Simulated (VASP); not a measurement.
Here is a VASP 6.6.1 calculation.

Contents of INCAR:

```
PREC = Accurate
ENCUT = 600
EDIFF = 1E-6
ISMEAR = 0
SIGMA = 0.02
LREAL = F
LASPH = T
NELM = 100
ALGO = Normal
ISIF = 3
LWAVE = F
LCHARG = F
GGA = CA
IBRION = 2
NSW = 100
EDIFFG = -0.005
```

File KPOINTS:

```
regular mesh
0
Gamma
  12 12 12
```

The input POSCAR:

```
Si
1.0
    0.0000000000      2.7009711436      2.7009711436
    2.7009711436      0.0000000000      2.7009711436
    2.7009711436      2.7009711436      0.0000000000
Si
2
Direct
    0.7500000000      0.7500000000      0.7500000000
    0.5000000000      0.5000000000      0.5000000000
```

Potentials or basis: VASP PAW LDA potentials, release 64 (Si).

The run is started by

```sh
$ cat potpaw_LDA.64/Si/POTCAR > POTCAR
$ mpirun -np 1 vasp_std > vasp.out
```

**Question.** Estimate the relaxed volume.

**Answer.** 19.72 Å³/atom.

**Question.** Estimate the relaxed cell.

**Answer.** a = 3.820 Å, b = 3.820 Å, c = 3.820 Å, α = 60.00°, β = 60.00°, γ = 60.00°.

**Question.** Estimate the space group after relaxing (to 0.05 Å).

**Answer.** Fd-3m (No. 227).

Final structure:
```yaml
crystal:
  lattice:
    - [0.00000, 2.70148, 2.70148]
    - [2.70148, 0.00000, 2.70148]
    - [2.70148, 2.70148, 0.00000]
  atoms:
    - { symbol: Si, position: [0.75000, 0.75000, 0.75000] }
    - { symbol: Si, position: [0.50000, 0.50000, 0.50000] }
```
